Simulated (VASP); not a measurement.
A run of VASP 6.6.1 is set up as follows.

Contents of INCAR:

```
SYSTEM = ScAl3N4
PREC     = Accurate       ! precision mode
ENCUT    = 600            ! plane-wave cutoff, eV
EDIFF    = 1E-6           ! SCF threshold, eV
ISMEAR   = 0              ! smearing method
SIGMA    = 0.02           ! smearing width, eV
LREAL    = .False.        ! projectors in reciprocal space
LASPH    = .True.         ! aspherical terms in the spheres
NELM     = 120            ! most SCF steps
ALGO     = Normal         ! electronic algorithm
ISIF     = 2              ! what is computed and relaxed
LWAVE    = .False.        ! write WAVECAR
LCHARG   = .False.        ! write CHGCAR
GGA      = PE             ! functional
NBANDS   = 30             ! bands
GGA_COMPAT= .False.
```

KPOINTS

```
Automatic mesh
0
Gamma
  6 6 6
  0 0 0
```

Contents of POSCAR:

```
ScAl3N4
1.0
    4.5289312456      0.0000000000      0.0000000000
    0.0000000000      4.5289312456      0.0000000000
    0.0000000000      0.0000000000      4.5289312456
Sc Al N
1 3 4
Direct
    0.5000000000      0.5000000000      0.5000000000
    0.5000000000      0.0000000000      0.0000000000
    0.0000000000      0.0000000000      0.5000000000
    0.0000000000      0.5000000000      0.0000000000
    0.7627215589      0.2372784411      0.7627215589
    0.7627215589      0.7627215589      0.2372784411
    0.2372784411      0.2372784411      0.2372784411
    0.2372784411      0.7627215589      0.7627215589
```

Potentials or basis: VASP PAW PBE potentials, release 64 (Sc_sv, Al, N).

Launch:

```bash
$ cat potpaw_PBE.64/Sc_sv/POTCAR potpaw_PBE.64/Al/POTCAR potpaw_PBE.64/N/POTCAR > POTCAR
$ mpirun -np 1 vasp_std > vasp.out
```

Q: Estimate the pressure.

A: 0.0 GPa.

Q: Estimate the band gap on the k mesh.

A: 3.26 eV, indirect (least direct gap 3.68 eV).

Q: What does it give for the largest force?

A: 0.064 eV/Å.

Forces on the atoms (eV/Å):
```
Sc   0.000  0.000  0.000
Al   0.000  0.000  0.000
Al   0.000  0.000  0.000
Al   0.000  0.000  0.000
N    0.037 -0.037  0.037
N    0.037  0.037 -0.037
N   -0.037 -0.037 -0.037
N   -0.037  0.037  0.037
```

A k mesh can miss the band edges. Expect the measured gap to be larger: semilocal functionals such as PBE lack the derivative discontinuity.
